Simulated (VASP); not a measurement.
The system is CuI.

```
I Cu
1.0
     0.00000    3.01115    3.01115
     3.01115    0.00000    3.01115
     3.01115    3.01115    0.00000
I Cu
1 1
Direct
  0.00000 0.00000 0.00000
  0.75000 0.75000 0.75000
```

Base run:

- Program: VASP 6.6.1
- Functional: SVWN5
- Potentials or basis: VASP PAW PBE potentials, release 64 (I, Cu)
- Cutoff: 520 eV
- k mesh: 8 × 8 × 8
- Occupations: fermi-dirac, width 0.05 eV
- Spin: no spin polarisation

Its results: band gap on the k mesh 1.01 eV; pressure -3.6 GPa.

After a change of settings the same cell gave: band gap on the k mesh 9.89 eV; pressure 9.4 GPa. Which change was it?
A. functional from SVWN5 to HF; k mesh from 8 × 8 × 8 to 4 × 4 × 4
B. functional from SVWN5 to PBE; dispersion from none to D3(BJ)
C. functional from SVWN5 to RPBE

A.

Caveats: some runs use coarse meshes; the PAW data sets were made with another functional, which shifts forces and pressure a little; spin-orbit coupling is left out, which moves the levels of the heavy elements; the cell stands under tension (at least some runs).
